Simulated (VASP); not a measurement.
Input of a VASP 6.6.1 run:

INCAR

```
SYSTEM = Al2O3
PREC = Accurate
ENCUT = 520
EDIFF = 1E-6
ISMEAR = 0
SIGMA = 0.01
LREAL = .False.
LASPH = .True.
NELM = 80
ALGO = Normal
ISIF = 2
LWAVE = .False.
LCHARG = .False.
GGA = PS
NBANDS = 20
```

KPOINTS

```
regular mesh
0
Gamma
  12 12 4
  0 0 0
```

Contents of POSCAR:

```
Al2O3
1.0
    2.9628558815      0.0000000000      0.0000000000
   -1.4814274498      2.5659085264      0.0000000000
    0.0000000000      0.0000000000      7.4375082883
Al O
2 3
Direct
    0.0000000000      0.0000000000      0.2779510000
    0.0000000000      0.0000000000      0.7220490000
    0.3333333333      0.6666666667      0.1994540000
    0.6666666667      0.3333333333      0.8005460000
    0.0000000000      0.0000000000      0.5000000000
```

Potentials or basis: VASP PAW PBE potentials, release 64 (Al, O).

Command:

```sh
$ cat potpaw_PBE.64/Al/POTCAR potpaw_PBE.64/O/POTCAR > POTCAR
$ mpirun -np 1 vasp_std > vasp.out
```

Q: What does it give for the largest force?

A: 0.461 eV/Å.

Q: Estimate the band gap on the k mesh.

A: 2.58 eV, direct.

Forces on the atoms (eV/Å):
```
Al   0.000  0.000 -0.461
Al   0.000  0.000  0.461
O    0.000  0.000 -0.279
O    0.000  0.000  0.279
O    0.000  0.000  0.000
```

Caveat: the PAW data sets were made with another functional, which shifts forces and pressure a little. A hybrid or GW would open this gap; PBEsol tends to underestimate it.
